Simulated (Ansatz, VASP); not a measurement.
**Two plane-wave programs on BiMo**

File INCAR:

```
PREC = Accurate
ENCUT = 600
EDIFF = 1E-6
ISMEAR = -1
SIGMA = 0.05
LREAL = False
LASPH = True
NELM = 80
ALGO = Normal
ISIF = 3
LWAVE = False
LCHARG = False
GGA = PE
IBRION = 2
NSW = 100
EDIFFG = -0.005
```

The input KPOINTS:

```
regular mesh
0
Gamma
  12 12 12
```

POSCAR

```
BiMo
1.0
    0.0000000000      2.9191859941      2.9191859941
    2.9191859941      0.0000000000      2.9191859941
    2.9191859941      2.9191859941      0.0000000000
Mo Bi
1 1
Direct
    0.0000000000      0.0000000000      0.0000000000
    0.5000000000      0.5000000000      0.5000000000
```

Input for Ansatz:

```yaml
crystal:
  lattice:
    - [0.0, 2.9191859941, 2.9191859941]
    - [2.9191859941, 0.0, 2.9191859941]
    - [2.9191859941, 2.9191859941, 0.0]
  atoms:
    - { symbol: Mo, position: [0.0, 0.0, 0.0] }
    - { symbol: Bi, position: [0.5, 0.5, 0.5] }
kpoints:
  mp_grid: { grid: [12, 12, 12] }
scf:
  occupations: { method: fermi_dirac, width: 0.05 }
hamiltonian:
  xc: pbe
  pseudopotentials: { kind: paw }
output:
  forces: true
  stress: true
relax:
  f_tol: 0.005
  max_steps: 80
  cell: {}
```

Alike in both runs: task relaxation of cell and atoms; functional PBE; k mesh 12 × 12 × 12; occupations fermi-dirac, width 0.05 eV; no spin polarisation.

```csv
,VASP,Ansatz
version,VASP 6.6.1,Ansatz 0.2.0
potentials or method,"VASP PAW PBE potentials, release 64 (Mo_sv, Bi_d)","PAW with Ansatz's default frozen-core files, scalar-relativistic"
plane-wave cutoff (eV),600,420
valence electrons in the cell,29,29
```

```tsv
	VASP	Ansatz	Ansatz less VASP
relaxed volume (Å³/atom)	23.03	23.01	-0.014
relaxed cell length with the largest relative difference (Å)	4.024	4.023	-0.0008
```

Neither program's run includes spin-orbit coupling.
